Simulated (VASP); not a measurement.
# AlNi (Pm-3m) in VASP: a series of runs, part 2 of 2

VASP 6.6.1. The steps go on from the part before.

## 4. Relaxation of cell and atoms, PBEsol, collinear spin, ferromagnetic start

This run uses another cell than the first one, of 11.96 Å³/atom, 1.049 times its volume.

Contents of INCAR:

```
ALGO = Normal
EDIFF = 1E-6
EDIFFG = -0.005
ENCUT = 600
GGA = PS
IBRION = 2
ISIF = 3
ISMEAR = -1
ISPIN = 2
LASPH = T
LCHARG = F
LMAXMIX = 4
LORBIT = 11
LREAL = F
LWAVE = F
MAGMOM = 1 0
NELM = 150
NSW = 80
PREC = Accurate
SIGMA = 0.05
```

Contents of KPOINTS:

```
k-points
0
Gamma
  9 9 9
```

Contents of POSCAR:

```
AlNi
1.0
    2.8810000000      0.0000000000      0.0000000000
    0.0000000000      2.8810000000      0.0000000000
    0.0000000000      0.0000000000      2.8810000000
Ni Al
1 1
Direct
    0.5000000000      0.5000000000      0.5000000000
    0.0000000000      0.0000000000      0.0000000000
```

Potentials or basis: VASP PAW PBE potentials, release 64 (Ni, Al).

Command:

```bash
$ cat potpaw_PBE.64/Ni/POTCAR potpaw_PBE.64/Al/POTCAR > POTCAR
$ mpirun -np 1 vasp_std > vasp.out
```

OUTCAR:

```text
EDIFF = 1E-6
   EDIFFG = -0.005
   ENCUT = 600
   GGA = PS
   IBRION = 2
   ISIF = 3
   ISMEAR = -1
   ISPIN = 2
   LASPH = T
   LORBIT = 11
   LREAL = F
   NELM = 150
   NSW = 80
   PREC = Accurate

 ion  position               nearest neighbor table
   1  0.500  0.500  0.500-   2 2.50   2 2.50   2 2.50   2 2.50   2 2.50   2 2.50   2 2.50   2 2.50

   2  0.000  0.000  0.000-   1 2.50   1 2.50   1 2.50   1 2.50   1 2.50   1 2.50   1 2.50   1 2.50

  LATTYP: Found a simple cubic cell.
 ALAT       =     2.8810000000

  Lattice vectors:

 A1 = (   2.8810000000,   0.0000000000,   0.0000000000)
 A2 = (   0.0000000000,   2.8810000000,   0.0000000000)
 A3 = (   0.0000000000,   0.0000000000,   2.8810000000)

Analysis of symmetry for initial positions (statically):
=====================================================================
 Subroutine PRICEL returns:
 Original cell was already a primitive cell.

 Routine SETGRP: Setting up the symmetry group for a
 simple cubic supercell.

 Subroutine GETGRP returns: Found 48 space group operations
 (whereof 48 operations were pure point group operations)
 out of a pool of 48 trial point group operations.

The static configuration has the point symmetry O_h .

Analysis of symmetry for dynamics (positions and initial velocities):
=====================================================================
 Subroutine PRICEL returns:
 Original cell was already a primitive cell.

 Routine SETGRP: Setting up the symmetry group for a
 simple cubic supercell.

 Subroutine GETGRP returns: Found 48 space group operations
 (whereof 48 operations were pure point group operations)
 out of a pool of 48 trial point group operations.

The dynamic configuration has the point symmetry O_h .

Analysis of structural, dynamic, and magnetic symmetry:
=====================================================================
 Subroutine PRICEL returns:
 Original cell was already a primitive cell.

 Routine SETGRP: Setting up the symmetry group for a
 simple cubic supercell.

 Subroutine GETGRP returns: Found 48 space group operations
 (whereof 48 operations were pure point group operations)
 out of a pool of 48 trial point group operations.

The overall configuration has the point symmetry O_h .

 Subroutine INISYM returns: Found 48 space group operations
 (whereof 48 operations are pure point group operations),
 and found     1 'primitive' translations

----------------------------------------------------------------------------------------

                                     Primitive cell

  volume of cell :      23.9128

  direct lattice vectors                    reciprocal lattice vectors
     2.881000000  0.000000000  0.000000000     0.347101701  0.000000000  0.000000000
     0.000000000  2.881000000  0.000000000     0.000000000  0.347101701  0.000000000
     0.000000000  0.000000000  2.881000000     0.000000000  0.000000000  0.347101701

  length of vectors
     2.881000000  2.881000000  2.881000000     0.347101701  0.347101701  0.347101701

  position of ions in fractional coordinates (direct lattice)
     0.500000000  0.500000000  0.500000000
     0.000000000  0.000000000  0.000000000

  ion indices of the primitive-cell ions
   primitive index   ion index
                 1           1
                 2           2

[... 33 lines left out ...]
  0.111111  0.111111  0.000000     12.000000
[... 16 lines left out ...]
  0.333333  0.333333  0.111111     24.000000
  0.444444  0.333333  0.111111     48.000000
 [... further k-points ...]
   k-points           NKPTS =     35   k-points in BZ     NKDIM =     35   number of bands    NBANDS=     11
   number of dos      NEDOS =    301   number of ions     NIONS =      2
   total plane-waves  NPLWV =  13824
   dimension x,y,z NGX =    24 NGY =   24 NGZ =   24
   dimension x,y,z NGXF=    48 NGYF=   48 NGZF=   48
   ions per type =               1   1
   NGX,Y,Z   is equivalent  to a cutoff of  13.85, 13.85, 13.85 a.u.
   NGXF,Y,Z  is equivalent  to a cutoff of  27.70, 27.70, 27.70 a.u.
 SYSTEM =  unknown system
   PREC   = accura    normal or accurate (medium, high low for compatibility)
   ISTART =      0    job   : 0-new  1-cont  2-samecut
   ICHARG =      2    charge: 1-file 2-atom 10-const
   ISPIN  =      2    spin polarized calculation?
   LNONCOLLINEAR =      F non collinear calculations
   LSORBIT =      F    spin-orbit coupling
   LASPH  =      T    aspherical Exc in radial PAW
   ENCUT  =  600.0 eV  44.10 Ry    6.64 a.u.   5.75  5.75  5.75*2*pi/ulx,y,z
   NELM   =    150;   NELMIN=  2; NELMDL= -5     # of ELM steps
   EDIFF  = 0.1E-05   stopping-criterion for ELM
   LREAL  =      F    real-space projection
   EDIFFG = -.5E-02   stopping-criterion for IOM
   NSW    =     80    number of steps for IOM
   IBRION =      2    ionic relax: 0-MD 1-quasi-New 2-CG
   NFREE  =      1    steps in history (QN), initial steepest desc. (CG)
   ISIF   =      3    stress and relaxation
   ISYM   =      2    0-nonsym 1-usesym 2-fastsym
   POTIM  = 0.5000    time-step for ionic-motion
   TEBEG  =    0.0;   TEEND  =   0.0 temperature during run
   PSTRESS=    0.0 pullay stress
   NELECT =      13.0000    total number of electrons
   NUPDOWN=      -1.0000    fix difference up-down
   EMIN   =  10.00;   EMAX   =-10.00  energy-range for DOS
   EFERMI =   0.00;   METHOD = LEGACY
   ISMEAR =    -1;   SIGMA  =   0.05  broadening in eV -4-tet -1-fermi 0-gaus
   EFERMI_NEDOS =   21; number of points for ismear=-14 and -15
   IALGO  =     38    algorithm
   IMIX   =      4    mixing-type and parameters
     AMIX     =   0.40;   BMIX     =  1.00
     AMIX_MAG =   1.60;   BMIX_MAG =  1.00
  volume/ion in A,a.u.               =      11.96        80.69
  Fermi-wavevector in a.u.,A,eV,Ry     =   1.336122  2.524904 24.289410  1.785221
  Thomas-Fermi vector in A             =   2.464773
   LORBIT       =     11    0 simple, 1 ext, 2 COOP (PROOUT), +10 PAW based schemes
   GGA     = PS    functional components
   LHFCALC =     F    Hartree Fock is set to
   AEXX    =    0.0000 exact exchange contribution
   IVDW    =     0    specifies the selected vdW correction
   LEPSILON=     F    determine dielectric tensor
   LRPA    =     F    only Hartree local field effects (RPA)
 conjugate gradient relaxation of ions
 spin polarized calculation
  energy-cutoff  :      600.00
  volume of cell :       23.91
 maximum number of plane-waves:       812
 NGX is ok and might be reduce to    24
   NGX = 11   NGY = 11   NGZ = 11

--------------------------------------- Ionic step        1  -------------------------------------------

 number of electron      13.0000015 magnetization       0.0016800

 number of electron      13.0000015 magnetization      -0.0001101

 Free energy of the ion-electron system (eV)
  ---------------------------------------------------
  ext. energy  EPLUGINS =         0.00000000
  ---------------------------------------------------
  free energy    TOTEN  =       -11.58118238 eV

  energy without entropy =      -11.57460869  energy(sigma->0) =      -11.57789553

 E-fermi :   9.8977     XC(G=0): -12.1667

 val. band max:        9.8374019529   @ k =   0.3333   0.3333   0.0000
 cond. band min:       9.9449405184   @ k =   0.3333   0.1111   0.1111
 fundamental gap:      0.1075385655
 Fermi energy:         9.8977019342

 spin component 1

 k-point     1 :       0.0000    0.0000    0.0000
  band No.  band energies     occupation
      1      -1.2339      1.00000
      2       6.6486      1.00000
      3       6.6486      1.00000
      4       8.3418      1.00000
      5       8.3418      1.00000
      6       8.3418      1.00000
      7      15.3934      0.00000
      8      15.3934      0.00000
      9      15.3934      0.00000
     10      18.0394      0.00000
     11      18.0394      0.00000
[... 737 lines left out ...]
 number of electron      13.0000011 magnetization       0.0000129

 number of electron      13.0000011 magnetization      -0.0000128

 Free energy of the ion-electron system (eV)
  ---------------------------------------------------
  ext. energy  EPLUGINS =         0.00000000
  ---------------------------------------------------
  free energy    TOTEN  =       -11.58601173 eV

  energy without entropy =      -11.57964886  energy(sigma->0) =      -11.58283030

 E-fermi :  10.1673     XC(G=0): -12.2631

 val. band max:       10.1003023709   @ k =   0.3333   0.1111   0.0000
 cond. band min:      10.2183147337   @ k =   0.3333   0.1111   0.1111
 fundamental gap:      0.1180123628
 Fermi energy:        10.1673460241

 spin component 1

 k-point     1 :       0.0000    0.0000    0.0000
  band No.  band energies     occupation
      1      -1.1166      1.00000
      2       6.8158      1.00000
      3       6.8158      1.00000
      4       8.5644      1.00000
      5       8.5644      1.00000
      6       8.5644      1.00000
      7      15.7407      0.00000
      8      15.7407      0.00000
      9      15.7407      0.00000
     10      18.3668      0.00000
     11      18.3668      0.00000
[... 691 lines left out ...]
  FREE ENERGIE OF THE ION-ELECTRON SYSTEM (eV)
  ---------------------------------------------------
  free  energy   TOTEN  =       -11.5860117346 eV

  energy  without entropy=      -11.5796488639  energy(sigma->0) =      -11.58283030

 reached required accuracy - stopping structural energy minimisation

 total charge

# of ion       s       p       d       tot
------------------------------------------
    1        0.488   0.539   8.484   9.512
    2        0.384   0.421   0.000   0.805
--------------------------------------------------
tot          0.873   0.960   8.484  10.317

 magnetization (x)

# of ion       s       p       d       tot
------------------------------------------
    1        0.000   0.000   0.000   0.000
    2       -0.000  -0.000   0.000  -0.000
--------------------------------------------------
tot          0.000  -0.000   0.000   0.000
```

CONTCAR:

```text
AlNi
   1.00000000000000
     2.8620446911037605   -0.0000000000000000   -0.0000000000000000
    -0.0000000000000000    2.8620446911037605   -0.0000000000000000
     0.0000000000000000    0.0000000000000000    2.8620446911037605
  Ni              Al
     1     1
Direct
     0.5000000000000000    0.5000000000000000    0.5000000000000000
     0.0000000000000000    0.0000000000000000    0.0000000000000000

  0.00000000E+00  0.00000000E+00  0.00000000E+00
  0.00000000E+00  0.00000000E+00  0.00000000E+00
```

Wall time 89 s (1 thread of AMD EPYC 7R13, shared host); peak memory 0.13 GiB.

What came out:

| Quantity | Value |
| --- | --- |
| Free energy | -11.5860 eV |
| Relaxed volume | 11.72 Å³/atom |
| Relaxed cell | a = 2.862 Å, b = 2.862 Å, c = 2.862 Å, α = 90.00°, β = 90.00°, γ = 90.00° |
| Space group after relaxing (to 0.05 Å) | Pm-3m (No. 221) |
| Energy gained by relaxing | 2.4 meV/atom |
| Ionic steps | 3 |
| Pressure after relaxing | 0.0 GPa |
| Net moment | 0.00 μB per cell |
| Valence electrons inside the program's atomic spheres | Ni 9.51; Al 0.81 |

The path:
```csv
step,energy change (eV),largest force (eV/Å),pressure (GPa),volume (Å³)
1,0.0000,0.0000,-3.20,23.91
2,-0.0019,0.0000,2.76,23.09
3,-0.0048,0.0000,0.01,23.44
```

Final structure:
```
CELL_PARAMETERS angstrom
2.86204 0.00000 0.00000
0.00000 2.86204 0.00000
0.00000 0.00000 2.86204
ATOMIC_POSITIONS crystal
Ni 0.50000 0.50000 0.50000
Al 0.00000 0.00000 0.00000
```

Caveat: the PAW data sets were made with another functional, which shifts forces and pressure a little.

## 5. Summary

| task | cell | cutoff (eV) | gap on the mesh (eV) | pressure (GPa) | moment (μB) |
| --- | --- | --- | --- | --- | --- |
| single point | a = 2.836 Å, 2 atoms | 520 | none | 5.2 | 0.00 |
| single point | a = 2.861 Å, 2 atoms | 520 | none | 0.2 | 0.00 |
| relaxation of cell and atoms | relaxed from a = 2.881 Å, 2 atoms | 600 | none | 0.0 | 0.00 |

Alike in all rows: level PBEsol; potentials or basis VASP PAW PBE potentials, release 64 (Ni, Al); spin collinear, ferromagnetic start; k mesh 9 × 9 × 9; smearing fermi-dirac 0.05 eV.

Caveats: the PAW data sets were made with another functional, which shifts forces and pressure a little.

Total energies depend on the potentials used, so only differences within one code and one set of settings carry meaning.
